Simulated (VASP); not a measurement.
Here is a VASP 6.6.1 calculation.

Contents of INCAR:

```
SYSTEM = Ta
PREC     = Accurate       ! precision mode
ENCUT    = 520            ! plane-wave cutoff, eV
EDIFF    = 1E-6           ! SCF threshold, eV
ISMEAR   = 0              ! smearing method
SIGMA    = 0.15           ! smearing width, eV
LREAL    = .False.        ! projectors in reciprocal space
LASPH    = .True.         ! aspherical terms in the spheres
NELM     = 60             ! most SCF steps
ALGO     = Fast           ! electronic algorithm
ISIF     = 2              ! what is computed and relaxed
LWAVE    = .False.        ! write WAVECAR
LCHARG   = .False.        ! write CHGCAR
GGA      = PS             ! functional
NBANDS   = 12             ! bands
```

KPOINTS

```
Automatic mesh
0
Gamma
  20 20 20
  0 0 0
```

File POSCAR:

```
Ta
1.0
   -1.5199998761      1.6402286350      1.7222400668
    1.5199998761     -1.6402286350      1.7222400668
    1.5199998761      1.6402286350     -1.7222400668
Ta
1
Direct
    0.0000000000      0.0000000000      0.0000000000
```

Potentials or basis: VASP PAW PBE potentials, release 64 (Ta_pv).

Command:

```bash
$ cat potpaw_PBE.64/Ta_pv/POTCAR > POTCAR
$ mpirun -np 1 vasp_std > vasp.out
```

**Question.** Estimate the pressure.

**Answer.** 7.4 GPa.

Stress tensor (GPa, compression positive):
```
13.57  0.00  0.00
 0.00  7.29  0.00
 0.00  0.00  1.47
```

Caveat: the cell differs from its parent crystal (normal strain along x -0.0733, normal strain along z +0.0500); the PAW data sets were made with another functional, which shifts forces and pressure a little.
